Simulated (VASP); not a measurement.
# Au (P6/mmm) in VASP: further runs

Au is run at these levels: LDA; tasks: single point.

Everything below comes from runs of VASP 6.6.1. Logs are shortened: lines on timing, memory, paths and dates and some standing lists are left out, and cuts for length are marked.

## Step 1: The cell of the first run

It takes space group P6/mmm (No. 191, hexagonal). The conventional cell has a = 4.612 Å, b = 4.612 Å, c = 2.755 Å, α = 90.00°, β = 90.00°, γ = 120.00°. Within 3.6 Å of Au (site symmetry 6/mmm) lie 14 Au at 2.75 to 3.00 Å. Within 3.5 Å of Au (site symmetry -6m2) lie 11 Au at 2.66 to 3.00 Å.

This isn't the form of Au at room conditions, which is fcc.

## Step 2: Single point, LDA

Input file INCAR:

```
SYSTEM = Au
PREC     = Accurate       ! precision mode
ENCUT    = 520            ! plane-wave cutoff, eV
EDIFF    = 1E-6           ! SCF threshold, eV
ISMEAR   = -1             ! smearing method
SIGMA    = 0.1            ! smearing width, eV
LREAL    = .FALSE.        ! projectors in reciprocal space
LASPH    = .TRUE.         ! aspherical terms in the spheres
NELM     = 80             ! most SCF steps
ALGO     = Normal         ! electronic algorithm
ISIF     = 2              ! what is computed and relaxed
LWAVE    = .FALSE.        ! write WAVECAR
LCHARG   = .FALSE.        ! write CHGCAR
GGA      = CA             ! functional
NBANDS   = 24             ! bands
```

Input file KPOINTS:

```
Automatic mesh
0
G
  11 11 15
  0 0 0
```

Input file POSCAR:

```
Au
1.0
    4.6117356640      0.0000000000      0.0000000000
   -2.3058678320      3.9938802405      0.0000000000
    0.0000000000      0.0000000000      2.7546262443
Au
3
Direct
    1.0000000000      1.0000000000      0.0000000000
    0.3333333333      0.6666666667      0.5000000000
    0.6666666667      0.3333333333      0.5000000000
```

Potentials or basis: VASP PAW LDA potentials, release 64 (Au).

On the command line:

```console
> cat potpaw_LDA.64/Au/POTCAR > POTCAR
> mpirun -np 1 vasp_std > vasp.out
```

OUTCAR:

```text
SYSTEM = Au
   PREC = Accurate
   ENCUT = 520
   EDIFF = 1E-6
   ISMEAR = -1
   LREAL = .FALSE.
   LASPH = .TRUE.
   NELM = 80
   ISIF = 2
   GGA = CA

 ion  position               nearest neighbor table
   1  0.000  0.000  0.000-   2 3.00   3 3.00   2 3.00   3 3.00   2 3.00   2 3.00   3 3.00   3 3.00
                             3 3.00   3 3.00   2 3.00   2 3.00
   2  0.333  0.667  0.500-   3 2.66   3 2.66   3 2.66   1 3.00   1 3.00   1 3.00   1 3.00   1 3.00
                             1 3.00
   3  0.667  0.333  0.500-   2 2.66   2 2.66   2 2.66   1 3.00   1 3.00   1 3.00   1 3.00   1 3.00
                             1 3.00

  LATTYP: Found a hexagonal cell.
 ALAT       =     4.6117356640
 C/A-ratio  =     0.5973079216

  Lattice vectors:

 A1 = (   4.6117356640,   0.0000000000,   0.0000000000)
 A2 = (  -2.3058678320,   3.9938802405,   0.0000000000)
 A3 = (   0.0000000000,   0.0000000000,   2.7546262443)

Analysis of symmetry for initial positions (statically):
=====================================================================
 Subroutine PRICEL returns:
 Original cell was already a primitive cell.

 Routine SETGRP: Setting up the symmetry group for a
 hexagonal supercell.

 Subroutine GETGRP returns: Found 24 space group operations
 (whereof 24 operations were pure point group operations)
 out of a pool of 24 trial point group operations.

The static configuration has the point symmetry D_6h.

Analysis of symmetry for dynamics (positions and initial velocities):
=====================================================================
 Subroutine PRICEL returns:
 Original cell was already a primitive cell.

 Routine SETGRP: Setting up the symmetry group for a
 hexagonal supercell.

 Subroutine GETGRP returns: Found 24 space group operations
 (whereof 24 operations were pure point group operations)
 out of a pool of 24 trial point group operations.

The dynamic configuration has the point symmetry D_6h.

 Subroutine INISYM returns: Found 24 space group operations
 (whereof 24 operations are pure point group operations),
 and found     1 'primitive' translations

----------------------------------------------------------------------------------------

                                     Primitive cell

  volume of cell :      50.7367

  direct lattice vectors                    reciprocal lattice vectors
     4.611735664  0.000000000  0.000000000     0.216838100  0.125191536  0.000000000
    -2.305867832  3.993880240  0.000000000     0.000000000  0.250383071  0.000000000
     0.000000000  0.000000000  2.754626244     0.000000000  0.000000000  0.363025656

  length of vectors
     4.611735664  4.611735664  2.754626244     0.250383071  0.250383071  0.363025656

  position of ions in fractional coordinates (direct lattice)
     0.000000000  0.000000000  0.000000000
     0.333333333  0.666666667  0.500000000
     0.666666667  0.333333333  0.500000000

  ion indices of the primitive-cell ions
   primitive index   ion index
                 1           1
                 2           2
                 3           3

----------------------------------------------------------------------------------------

 KPOINTS: Automatic mesh

Automatic generation of k-mesh.
 Grid dimensions read from file:
 generate k-points for:   11   11   15

 Generating k-lattice:

  Cartesian coordinates                     Fractional coordinates (reciprocal lattice)
     0.019712555  0.011381049  0.000000000     0.090909091  0.000000000  0.000000000
     0.000000000  0.022762097  0.000000000     0.000000000  0.090909091  0.000000000
     0.000000000  0.000000000  0.024201710     0.000000000  0.000000000  0.066666667

  Length of vectors
     0.022762097  0.022762097  0.024201710

  Shift w.r.t. Gamma in fractional coordinates (k-lattice)
     0.000000000  0.000000000  0.000000000

 Subroutine IBZKPT returns following result:
 ===========================================

 Found    128 irreducible k-points:

 Following reciprocal coordinates:
            Coordinates               Weight
  0.000000  0.000000  0.000000      1.000000
  0.090909  0.000000  0.000000      6.000000
  0.181818  0.000000  0.000000      6.000000
  0.272727  0.000000  0.000000      6.000000
  0.363636  0.000000  0.000000      6.000000
  0.454545  0.000000  0.000000      6.000000
[... 16 lines left out ...]
  0.090909  0.090909  0.066667     12.000000
  0.181818  0.090909  0.066667     24.000000
 [... further k-points ...]
   k-points           NKPTS =    128   k-points in BZ     NKDIM =    128   number of bands    NBANDS=     24
   number of dos      NEDOS =    301   number of ions     NIONS =      3
   total plane-waves  NPLWV =  25920
   dimension x,y,z NGX =    36 NGY =   36 NGZ =   20
   dimension x,y,z NGXF=    72 NGYF=   72 NGZF=   40
   ions per type =               3
   NGX,Y,Z   is equivalent  to a cutoff of  12.98, 12.98, 12.07 a.u.
   NGXF,Y,Z  is equivalent  to a cutoff of  25.95, 25.95, 24.14 a.u.
 SYSTEM =  Au
   PREC   = accura    normal or accurate (medium, high low for compatibility)
   ISTART =      0    job   : 0-new  1-cont  2-samecut
   ICHARG =      2    charge: 1-file 2-atom 10-const
   ISPIN  =      1    spin polarized calculation?
   LNONCOLLINEAR =      F non collinear calculations
   LSORBIT =      F    spin-orbit coupling
   LASPH  =      T    aspherical Exc in radial PAW
   ENCUT  =  520.0 eV  38.22 Ry    6.18 a.u.   8.57  8.57  5.12*2*pi/ulx,y,z
   NELM   =     80;   NELMIN=  2; NELMDL= -5     # of ELM steps
   EDIFF  = 0.1E-05   stopping-criterion for ELM
   LREAL  =      F    real-space projection
   EDIFFG = 0.1E-04   stopping-criterion for IOM
   NSW    =      0    number of steps for IOM
   IBRION =     -1    ionic relax: 0-MD 1-quasi-New 2-CG
   NFREE  =      0    steps in history (QN), initial steepest desc. (CG)
   ISIF   =      2    stress and relaxation
   ISYM   =      2    0-nonsym 1-usesym 2-fastsym
   POTIM  = 0.5000    time-step for ionic-motion
   TEBEG  =    0.0;   TEEND  =   0.0 temperature during run
   PSTRESS=    0.0 pullay stress
   NELECT =      33.0000    total number of electrons
   NUPDOWN=      -1.0000    fix difference up-down
   EMIN   =  10.00;   EMAX   =-10.00  energy-range for DOS
   EFERMI =   0.00;   METHOD = LEGACY
   ISMEAR =    -1;   SIGMA  =   0.10  broadening in eV -4-tet -1-fermi 0-gaus
   EFERMI_NEDOS =   21; number of points for ismear=-14 and -15
   IALGO  =     38    algorithm
   IMIX   =      4    mixing-type and parameters
     AMIX     =   0.40;   BMIX     =  1.00
     AMIX_MAG =   1.60;   BMIX_MAG =  1.00
  volume/ion in A,a.u.               =      16.91       114.13
  Fermi-wavevector in a.u.,A,eV,Ry     =   1.418422  2.680429 27.373844  2.011921
  Thomas-Fermi vector in A             =   2.539549
   LORBIT       =      0    0 simple, 1 ext, 2 COOP (PROOUT), +10 PAW based schemes
   GGA     = CA    functional components
   LHFCALC =     F    Hartree Fock is set to
   AEXX    =    0.0000 exact exchange contribution
   IVDW    =     0    specifies the selected vdW correction
   LEPSILON=     F    determine dielectric tensor
   LRPA    =     F    only Hartree local field effects (RPA)
 non-spin polarized calculation
  energy-cutoff  :      520.00
  volume of cell :       50.74
 maximum number of plane-waves:      1390
 NGX is ok and might be reduce to    36
   NGX = 17   NGY = 17   NGZ = 11

 number of electron      32.9999993 magnetization

 Free energy of the ion-electron system (eV)
  ---------------------------------------------------
  ext. energy  EPLUGINS =         0.00000000
  ---------------------------------------------------
  free energy    TOTEN  =       -13.10690308 eV

  energy without entropy =      -13.07746717  energy(sigma->0) =      -13.09218512

 E-fermi :   9.3851     XC(G=0): -13.0171

 val. band max:        9.3538411914   @ k =   0.3636   0.0000   0.4667
 cond. band min:       9.3907316153   @ k =   0.1818   0.1818   0.0667
 fundamental gap:      0.0368904239
 Fermi energy:         9.3850662690

 k-point     1 :       0.0000    0.0000    0.0000
  band No.  band energies     occupation
      1      -0.5815      2.00000
      2       2.3514      2.00000
      3       3.6423      2.00000
      4       4.1497      2.00000
      5       4.2433      2.00000
      6       4.2433      2.00000
[... 16 lines left out ...]
     23      21.0092      0.00000
     24      25.5092      0.00000

 k-point     2 :       0.0909    0.0000    0.0000
  band No.  band energies     occupation
      1      -0.4798      2.00000
      2       2.3753      2.00000
      3       3.5305      2.00000
      4       3.8342      2.00000
      5       3.9846      2.00000
      6       4.1617      2.00000
[... 16 lines left out ...]
     23      21.2040      0.00000
     24      25.4824      0.00000

 k-point     3 :       0.1818    0.0000    0.0000
  band No.  band energies     occupation
      1      -0.1816      2.00000
      2       2.4268      2.00000
      3       3.1616      2.00000
      4       3.5361      2.00000
      5       3.7807      2.00000
      6       4.0951      2.00000
[... 16 lines left out ...]
     23      21.7653      0.00000
     24      25.0971      0.00000

 k-point     4 :       0.2727    0.0000    0.0000
  band No.  band energies     occupation
      1       0.2912      2.00000
      2       2.3883      2.00000
      3       2.8424      2.00000
      4       3.3097      2.00000
      5       3.6731      2.00000
      6       3.9692      2.00000
[... 16 lines left out ...]
     23      22.6356      0.00000
     24      24.4707      0.00000

 k-point     5 :       0.3636    0.0000    0.0000
  band No.  band energies     occupation
      1       0.8946      2.00000
      2       2.1674      2.00000
      3       2.6614      2.00000
      4       3.1975      2.00000
      5       3.6412      2.00000
      6       3.7803      2.00000
[... 451 lines left out ...]
 k-point    22 :       0.4545    0.0000    0.0667
  band No.  band energies     occupation
      1       1.6496      2.00000
      2       2.0919      2.00000
      3       2.3566      2.00000
      4       3.3826      2.00000
      5       3.6110      2.00000
      6       3.6421      2.00000
[... 16 lines left out ...]
     23      22.1622      0.00000
     24      23.0816      0.00000

 k-point    23 :       0.0909    0.0909    0.0667
  band No.  band energies     occupation
      1      -0.1691      2.00000
      2       2.5332      2.00000
      3       3.4035      2.00000
      4       3.4901      2.00000
      5       3.8819      2.00000
      6       4.2267      2.00000
[... 16 lines left out ...]
     23      20.9554      0.00000
     24      25.2874      0.00000

 k-point    24 :       0.1818    0.0909    0.0667
  band No.  band energies     occupation
      1       0.2134      2.00000
      2       2.5557      2.00000
      3       3.0258      2.00000
      4       3.2608      2.00000
      5       3.7794      2.00000
      6       4.1716      2.00000
[... 16 lines left out ...]
     23      21.6083      0.00000
     24      24.7160      0.00000

 [... further k-points ...]
[... 5 lines left out ...]
  --------------------------------------------------------------------------------------
  -------------------------------------------------------------------------------------
  Total        0.2244706      0.2244706     -0.0918560      0.0000000      0.0000000      0.0000000
  in kB        7.0883967      7.0883967     -2.9006544      0.0000000      0.0000000      0.0000000
  external PRESSURE =       3.7587130 kB  Pullay stress =       0.0000000 kB

 VOLUME and BASIS-vectors are now :
 -----------------------------------------------------------------------------
  energy-cutoff  :      520.00
  volume of cell :       50.74
      direct lattice vectors                 reciprocal lattice vectors
     4.611735664  0.000000000  0.000000000     0.216838100  0.125191536  0.000000000
    -2.305867832  3.993880240  0.000000000     0.000000000  0.250383071  0.000000000
     0.000000000  0.000000000  2.754626244     0.000000000  0.000000000  0.363025656

 POSITION                                       TOTAL-FORCE (eV/Angst)
 -----------------------------------------------------------------------------------
      0.00000      0.00000      0.00000         0.000000      0.000000     -0.000000
     -0.00000      2.66259      1.37731         0.000000      0.000000      0.000000
      2.30587      1.33129      1.37731        -0.000000     -0.000000     -0.000000
 -----------------------------------------------------------------------------------
    total drift:                                0.000000      0.000000     -0.000000

  FREE ENERGIE OF THE ION-ELECTRON SYSTEM (eV)
  ---------------------------------------------------
  free  energy   TOTEN  =       -13.1069030755 eV

  energy  without entropy=      -13.0774671668  energy(sigma->0) =      -13.09218512
```

Wall time 37 s (1 thread of Intel Xeon 6975P-C (Granite Rapids), shared host); peak memory 0.23 GiB.

What came out:

- Free energy: -13.1069 eV
- Pressure: 0.4 GPa
- Band gap on the k mesh: zero (an odd number of electrons rules out a gap without spin polarisation)

Stress tensor (GPa, compression positive):
```
 0.71  0.00  0.00
 0.00  0.71  0.00
 0.00  0.00 -0.29
```

Caveat: spin-orbit coupling is left out, which moves the levels of the heavy elements.

(Part 1 of 2 ends here.)

The gap in the log of VASP goes by the Fermi energy; the results here count the filled bands.